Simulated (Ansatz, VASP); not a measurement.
## One calculation of Se, two programs

```
CELL_PARAMETERS angstrom
3.59069 0.00000 0.00000
-1.79535 3.10963 0.00000
0.00000 0.00000 3.81246
ATOMIC_POSITIONS crystal
Se 0.66667 0.33333 0.25000
Se 0.33333 0.66667 0.75000
```

Alike in both runs: functional PBE; dispersion D3(BJ); k mesh 18 × 18 × 14; occupations gaussian, width 0.1 eV; no spin polarisation.

Ansatz relaxed the structure, and its values are those at the end. VASP's run is a single point on that final structure, the one shown.

|  | VASP | Ansatz |
| --- | --- | --- |
| version | VASP 6.6.1 | Ansatz 0.2.0 |
| potentials or method | VASP PAW PBE potentials, release 64 (Se), cutoff 520 eV | scalar-relativistic, plane waves, PAW |
| valence electrons in the cell | 12 | 32 |

```csv
,VASP,Ansatz,Ansatz less VASP
gap on the k mesh at the Fermi level (eV),none,none,-
pressure (GPa),0.1,0.0,-0.03
```

A gap of «none» marks a metal or a gap that the smearing closes. VASP's potentials hold 12 valence electrons a cell and Ansatz's 32, so a difference there can come from the potentials and not from the codes.
